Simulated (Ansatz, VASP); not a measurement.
# Rh: VASP beside Ansatz

```
CELL_PARAMETERS angstrom
0.00000 1.85911 1.85911
1.85911 0.00000 1.85911
1.85911 1.85911 0.00000
ATOMIC_POSITIONS crystal
Rh 0.00000 0.00000 0.00000
```

Alike in both runs: task single point; functional r2SCAN; k mesh 12 × 12 × 12; occupations fermi-dirac, width 0.05 eV; no spin polarisation.

|  | VASP | Ansatz |
| --- | --- | --- |
| version | VASP 6.6.1 | Ansatz 0.2.0 |
| potentials or method | VASP PAW PBE potentials, release 64 (Rh_sv_GW) | Ansatz PAW |
| plane-wave cutoff (eV) | 580 | 500 |
| valence electrons in the cell | 17 | 17 |

|  | VASP | Ansatz | Ansatz less VASP |
| --- | --- | --- | --- |
| gap on the k mesh at the Fermi level (eV) | none | none | - |
| pressure (GPa) | 19.9 | 21.6 | +1.69 |

VASP's potentials were made for PBE, not for r2SCAN. A gap of «none» marks a metal or a gap that the smearing closes.
